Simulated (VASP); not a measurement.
# Te2Mo (r.Ae) in VASP: single point with PBEsol

Aim: the single point of Te2Mo (r.Ae) with PBEsol.

Everything below comes from runs of VASP 6.6.1. Logs are shortened: lines on timing, memory, paths and dates and some standing lists are left out, and cuts for length are marked.

## (1) The cell of the first run

The cell holds a sheet with vacuum, 3 atoms: a = 3.539 Å, b = 3.539 Å, c = 19.588 Å, α = 90.00°, β = 90.00°, γ = 120.00°.

## (2) Single point, PBEsol

Input file INCAR:

```
SYSTEM = Te2Mo
PREC = Accurate
ENCUT = 400
EDIFF = 1E-6
ISMEAR = 0
SIGMA = 0.03
LREAL = .False.
LASPH = .True.
NELM = 120
ALGO = Normal
ISIF = 2
LWAVE = .False.
LCHARG = .False.
LDIPOL = .True.
IDIPOL = 3
DIPOL = 0.5 0.5 0.500
GGA = PS
NBANDS = 20
GGA_COMPAT = .False.
NELMDL = -8
```

Input file KPOINTS:

```
Automatic mesh
0
Gamma
  12 12 1
  0 0 0
```

Input file POSCAR:

```
Te2Mo
1.0
    3.5391605954      0.0000000000      0.0000000000
   -1.7695802977      3.0650029837      0.0000000000
    0.0000000000      0.0000000000     19.5881468087
Te Mo
2 1
Direct
    0.6666666667      0.3333333333      0.4084102533
    0.6666666667      0.3333333333      0.5915897467
    0.3333333333      0.6666666667      0.5000000000
```

Potentials or basis: VASP PAW PBE potentials, release 64 (Te, Mo_sv).

The run is started by

```sh
$ cat potpaw_PBE.64/Te/POTCAR potpaw_PBE.64/Mo_sv/POTCAR > POTCAR
$ mpirun -np 1 vasp_std > vasp.out
```

OUTCAR:

```text
SYSTEM = Te2Mo
   PREC = Accurate
   ENCUT = 400
   EDIFF = 1E-6
   ISMEAR = 0
   LREAL = .False.
   LASPH = .True.
   NELM = 120
   ISIF = 2
   GGA = PS
   NELMDL = -8

 ion  position               nearest neighbor table
   1  0.667  0.333  0.408-   3 2.72   3 2.72   3 2.72   2 3.59
   2  0.667  0.333  0.592-   3 2.72   3 2.72   3 2.72   1 3.59
   3  0.333  0.667  0.500-   1 2.72   2 2.72   1 2.72   2 2.72   1 2.72   2 2.72

  LATTYP: Found a hexagonal cell.
 ALAT       =     3.5391605954
 C/A-ratio  =     5.5346871894

  Lattice vectors:

 A1 = (   3.5391605954,   0.0000000000,   0.0000000000)
 A2 = (  -1.7695802977,   3.0650029837,   0.0000000000)
 A3 = (   0.0000000000,   0.0000000000,  19.5881468087)

Analysis of symmetry for initial positions (statically):
=====================================================================
 Subroutine PRICEL returns:
 Original cell was already a primitive cell.

 Routine SETGRP: Setting up the symmetry group for a
 hexagonal supercell.

 Subroutine GETGRP returns: Found 12 space group operations
 (whereof 12 operations were pure point group operations)
 out of a pool of 24 trial point group operations.

The static configuration has the point symmetry D_3h.

Analysis of symmetry for dynamics (positions and initial velocities):
=====================================================================
 Subroutine PRICEL returns:
 Original cell was already a primitive cell.

 Routine SETGRP: Setting up the symmetry group for a
 hexagonal supercell.

 Subroutine GETGRP returns: Found 12 space group operations
 (whereof 12 operations were pure point group operations)
 out of a pool of 24 trial point group operations.

The dynamic configuration has the point symmetry D_3h.

 Subroutine INISYM returns: Found 12 space group operations
 (whereof 12 operations are pure point group operations),
 and found     1 'primitive' translations

----------------------------------------------------------------------------------------

                                     Primitive cell

  volume of cell :     212.4832

  direct lattice vectors                    reciprocal lattice vectors
     3.539160595  0.000000000  0.000000000     0.282552875  0.163131978  0.000000000
    -1.769580298  3.065002984  0.000000000     0.000000000  0.326263956  0.000000000
     0.000000000  0.000000000 19.588146809     0.000000000  0.000000000  0.051051282

  length of vectors
     3.539160595  3.539160595 19.588146809     0.326263956  0.326263956  0.051051282

  position of ions in fractional coordinates (direct lattice)
     0.666666667  0.333333333  0.408410253
     0.666666667  0.333333333  0.591589747
     0.333333333  0.666666667  0.500000000

  ion indices of the primitive-cell ions
   primitive index   ion index
                 1           1
                 2           2
                 3           3

----------------------------------------------------------------------------------------

 KPOINTS: Automatic mesh

Automatic generation of k-mesh.
 Grid dimensions read from file:
 generate k-points for:   12   12    1

 Generating k-lattice:

  Cartesian coordinates                     Fractional coordinates (reciprocal lattice)
     0.023546073  0.013594332  0.000000000     0.083333333  0.000000000  0.000000000
     0.000000000  0.027188663  0.000000000     0.000000000  0.083333333  0.000000000
     0.000000000  0.000000000  0.051051282     0.000000000  0.000000000  1.000000000

  Length of vectors
     0.027188663  0.027188663  0.051051282

  Shift w.r.t. Gamma in fractional coordinates (k-lattice)
     0.000000000  0.000000000  0.000000000

 Subroutine IBZKPT returns following result:
 ===========================================

 Found     19 irreducible k-points:

 Following reciprocal coordinates:
            Coordinates               Weight
  0.000000  0.000000  0.000000      1.000000
  0.083333  0.000000  0.000000      6.000000
  0.166667  0.000000  0.000000      6.000000
  0.250000  0.000000  0.000000      6.000000
  0.333333  0.000000  0.000000      6.000000
  0.416667  0.000000  0.000000      6.000000
[... 11 lines left out ...]
  0.333333  0.250000  0.000000     12.000000
  0.333333  0.333333  0.000000      2.000000
   k-points           NKPTS =     19   k-points in BZ     NKDIM =     19   number of bands    NBANDS=     20
   number of dos      NEDOS =    301   number of ions     NIONS =      3
   total plane-waves  NPLWV =  73728
   dimension x,y,z NGX =    24 NGY =   24 NGZ =  128
   dimension x,y,z NGXF=    48 NGYF=   48 NGZF=  256
   ions per type =               2   1
   NGX,Y,Z   is equivalent  to a cutoff of  11.27, 11.27, 10.86 a.u.
   NGXF,Y,Z  is equivalent  to a cutoff of  22.55, 22.55, 21.73 a.u.
 SYSTEM =  Te2Mo
   PREC   = accura    normal or accurate (medium, high low for compatibility)
   ISTART =      0    job   : 0-new  1-cont  2-samecut
   ICHARG =      2    charge: 1-file 2-atom 10-const
   ISPIN  =      1    spin polarized calculation?
   LNONCOLLINEAR =      F non collinear calculations
   LSORBIT =      F    spin-orbit coupling
   LASPH  =      T    aspherical Exc in radial PAW
   ENCUT  =  400.0 eV  29.40 Ry    5.42 a.u.   5.77  5.77 31.94*2*pi/ulx,y,z
   NELM   =    120;   NELMIN=  2; NELMDL= -8     # of ELM steps
   EDIFF  = 0.1E-05   stopping-criterion for ELM
   LREAL  =      F    real-space projection
   EDIFFG = 0.1E-04   stopping-criterion for IOM
   NSW    =      0    number of steps for IOM
   IBRION =     -1    ionic relax: 0-MD 1-quasi-New 2-CG
   NFREE  =      0    steps in history (QN), initial steepest desc. (CG)
   ISIF   =      2    stress and relaxation
   ISYM   =      2    0-nonsym 1-usesym 2-fastsym
   POTIM  = 0.5000    time-step for ionic-motion
   TEBEG  =    0.0;   TEEND  =   0.0 temperature during run
   PSTRESS=    0.0 pullay stress
   NELECT =      26.0000    total number of electrons
   NUPDOWN=      -1.0000    fix difference up-down
   EMIN   =  10.00;   EMAX   =-10.00  energy-range for DOS
   EFERMI =   0.00;   METHOD = LEGACY
   ISMEAR =     0;   SIGMA  =   0.03  broadening in eV -4-tet -1-fermi 0-gaus
   EFERMI_NEDOS =   21; number of points for ismear=-14 and -15
   IALGO  =     38    algorithm
   IMIX   =      4    mixing-type and parameters
     AMIX     =   0.40;   BMIX     =  1.00
     AMIX_MAG =   1.60;   BMIX_MAG =  1.00
  volume/ion in A,a.u.               =      70.83       477.97
  Fermi-wavevector in a.u.,A,eV,Ry     =   0.812751  1.535878  8.987532  0.660565
  Thomas-Fermi vector in A             =   1.922351
   LORBIT       =      0    0 simple, 1 ext, 2 COOP (PROOUT), +10 PAW based schemes
   GGA     = PS    functional components
   LHFCALC =     F    Hartree Fock is set to
   AEXX    =    0.0000 exact exchange contribution
   IVDW    =     0    specifies the selected vdW correction
   LEPSILON=     F    determine dielectric tensor
   LRPA    =     F    only Hartree local field effects (RPA)
 non-spin polarized calculation
 Gauss-broadening in eV      SIGMA  =   0.03
  energy-cutoff  :      400.00
  volume of cell :      212.48
 maximum number of plane-waves:      3881
 NGX is ok and might be reduce to    24
   NGX = 11   NGY = 11   NGZ = 63

 dipolmoment           0.000000      0.000000     -0.000000 electrons x Angstroem

 number of electron      26.0000004 magnetization

 dipolmoment           0.000000      0.000000      0.000000 electrons x Angstroem

 Free energy of the ion-electron system (eV)
  ---------------------------------------------------
  ext. energy  EPLUGINS =         0.00000000
  ---------------------------------------------------
  free energy    TOTEN  =       -19.59987983 eV

  energy without entropy =      -19.59987983  energy(sigma->0) =      -19.59987983

 E-fermi :  -0.3292     XC(G=0):  -4.2777

 val. band max:       -0.4575702170   @ k =   0.3333   0.3333   0.0000
 cond. band min:       0.6347484193   @ k =   0.3333   0.3333   0.0000
 fundamental gap:      1.0923186363
 Fermi energy:        -0.3291573721

 k-point     1 :       0.0000    0.0000    0.0000
  band No.  band energies     occupation
      1     -61.0148      2.00000
      2     -35.2032      2.00000
      3     -35.0873      2.00000
      4     -35.0873      2.00000
      5     -13.0773      2.00000
      6     -12.0940      2.00000
[... 12 lines left out ...]
     19       4.2532      0.00000
     20       4.9427      0.00000

 k-point     2 :       0.0833    0.0000    0.0000
  band No.  band energies     occupation
      1     -61.0142      2.00000
      2     -35.2013      2.00000
      3     -35.0957      2.00000
      4     -35.0893      2.00000
      5     -12.9815      2.00000
      6     -12.0283      2.00000
[... 12 lines left out ...]
     19       4.3698      0.00000
     20       5.0992      0.00000

 k-point     3 :       0.1667    0.0000    0.0000
  band No.  band energies     occupation
      1     -61.0125      2.00000
      2     -35.1962      2.00000
      3     -35.1185      2.00000
      4     -35.0946      2.00000
      5     -12.7034      2.00000
      6     -11.8378      2.00000
[... 12 lines left out ...]
     19       4.7048      0.00000
     20       5.4195      0.00000

 k-point     4 :       0.2500    0.0000    0.0000
  band No.  band energies     occupation
      1     -61.0102      2.00000
      2     -35.1892      2.00000
      3     -35.1493      2.00000
      4     -35.1018      2.00000
      5     -12.2741      2.00000
      6     -11.5458      2.00000
[... 314 lines left out ...]
 k-point    18 :       0.3333    0.2500    0.0000
  band No.  band energies     occupation
      1     -61.0049      2.00000
      2     -35.1898      2.00000
      3     -35.1729      2.00000
      4     -35.1510      2.00000
      5     -10.8882      2.00000
      6     -10.6218      2.00000
[... 12 lines left out ...]
     19       5.5015      0.00000
     20       6.7127      0.00000

 k-point    19 :       0.3333    0.3333    0.0000
  band No.  band energies     occupation
      1     -61.0046      2.00000
      2     -35.1813      2.00000
      3     -35.1720      2.00000
      4     -35.1646      2.00000
      5     -10.7924      2.00000
      6     -10.5553      2.00000
[... 12 lines left out ...]
     19       4.7072      0.00000
     20       6.9232      0.00000

------------------------ aborting loop because EDIFF is reached ----------------------------------------

 vacuum level on the upper side and lower side of the slab       (xc-potential included)        -0.094        -0.094

  FORCE on cell =-STRESS in cart. coord.  units (eV):
  Direction    XX          YY          ZZ          XY          YZ          ZX
  --------------------------------------------------------------------------------------
  -------------------------------------------------------------------------------------
  Total       -1.1888260     -1.1888260     -0.4412854     -0.0000000      0.0000000      0.0000000
  in kB       -8.9640521     -8.9640521     -3.3274046     -0.0000000      0.0000000      0.0000000
  external PRESSURE =      -7.0851696 kB  Pullay stress =       0.0000000 kB

 VOLUME and BASIS-vectors are now :
 -----------------------------------------------------------------------------
  energy-cutoff  :      400.00
  volume of cell :      212.48
      direct lattice vectors                 reciprocal lattice vectors
     3.539160595  0.000000000  0.000000000     0.282552875  0.163131978  0.000000000
    -1.769580298  3.065002984  0.000000000     0.000000000  0.326263956  0.000000000
     0.000000000  0.000000000 19.588146809     0.000000000  0.000000000  0.051051282

 POSITION                                       TOTAL-FORCE (eV/Angst)
 -----------------------------------------------------------------------------------
      1.76958      1.02167      8.00000        -0.000000     -0.000000      0.094092
      1.76958      1.02167     11.58815        -0.000000      0.000000     -0.094092
     -0.00000      2.04334      9.79407         0.000000      0.000000      0.000000
 -----------------------------------------------------------------------------------
    total drift:                                0.000000     -0.000000     -0.000000

  FREE ENERGIE OF THE ION-ELECTRON SYSTEM (eV)
  ---------------------------------------------------
  free  energy   TOTEN  =       -19.5998798296 eV

  energy  without entropy=      -19.5998798296  energy(sigma->0) =      -19.59987983

 vacuum level on the upper side and lower side of the slab         4.448         4.448
```

It took 67 s on 1 thread of Intel Xeon Platinum 8488C (Sapphire Rapids), shared host; peak memory 0.25 GiB.

Results:

```
Free energy            : -19.5999 eV
Largest force          : 0.094 eV/Å
Band gap on the k mesh : 1.09 eV, direct
```

Forces on the atoms (eV/Å):
```
Te   0.000  0.000  0.094
Te   0.000  0.000 -0.094
Mo   0.000  0.000  0.000
```

Levels at points of the mesh, in eV from the valence-band top:
| k point | band 11 | band 12 | band 13 | band 14 | band 15 | band 16 |
| --- | --- | --- | --- | --- | --- | --- |
| (0.00, 0.00, 0.00) | -0.88 | -0.88 | -0.43 | 3.13 | 3.13 | 3.43 |
| (0.50, 0.00, 0.00) | -1.58 | -0.73 | -0.29 | 1.43 | 1.77 | 3.34 |

Caveat: the PAW data sets were made with another functional, which shifts forces and pressure a little; spin-orbit coupling is left out, which moves the levels of the heavy elements.
